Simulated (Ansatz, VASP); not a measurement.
## One calculation of PbS, two programs

The input POSCAR:

```
PbS
1.0
    0.0000000000      3.0458207340      3.0458207340
    3.0458207340      0.0000000000      3.0458207340
    3.0458207340      3.0458207340      0.0000000000
Pb S
1 1
Direct
    0.0000000000      0.0000000000      0.0000000000
    0.5000000000      0.5000000000      0.5000000000
```

INCAR.step1

```
ALGO = Normal
EDIFF = 1E-4
ENCUT = 520
GGA = PE
ISMEAR = 0
LASPH = True
LCHARG = False
LREAL = False
LWAVE = True
NBANDS = 17
NELM = 60
PREC = Accurate
SIGMA = 0.01
```

INCAR.step2

```
ALGO = Normal
EDIFF = 1E-6
ENCUT = 520
ISIF = 2
ISMEAR = 0
ISTART = 1
LASPH = True
LCHARG = False
LMIXTAU = True
LREAL = False
LWAVE = False
METAGGA = R2SCAN
NBANDS = 17
NELM = 60
PREC = Accurate
SIGMA = 0.01
```

Contents of KPOINTS:

```
k-points
0
Gamma
  6 6 6
```

Input for Ansatz:

```yaml
crystal:
  lattice:
    - [0.0, 3.045820734, 3.045820734]
    - [3.045820734, 0.0, 3.045820734]
    - [3.045820734, 3.045820734, 0.0]
  atoms:
    - { symbol: Pb, position: [0.0, 0.0, 0.0] }
    - { symbol: S, position: [0.5, 0.5, 0.5] }
kpoints:
  mp_grid: { grid: [6, 6, 6] }
hamiltonian:
  xc: r2scan
scf:
  occupations: { method: fixed }
  n_extra_bands: 4
output:
  forces: true
  stress: true
  eigenvalues: true
```

Alike in both runs: task single point; functional r2SCAN; k mesh 6 × 6 × 6; no spin polarisation.

|  | VASP | Ansatz |
| --- | --- | --- |
| version | VASP 6.6.1 | Ansatz 0.2.0 |
| potentials or method | VASP PAW PBE potentials, release 64 (Pb_d, S) | plane waves, PAW |
| plane-wave cutoff (eV) | 520 | 500 |
| occupations | gaussian, width 0.01 eV | fixed |
| valence electrons in the cell | 20 | 20 |

|  | VASP | Ansatz | Ansatz less VASP |
| --- | --- | --- | --- |
| gap on the k mesh at the Fermi level (eV) | 0.89 | 0.89 | -0.008 |
| pressure (GPa) | -3.0 | -3.0 | +0.03 |

VASP's potentials were made for PBE, not for r2SCAN.

Neither program's run includes spin-orbit coupling.
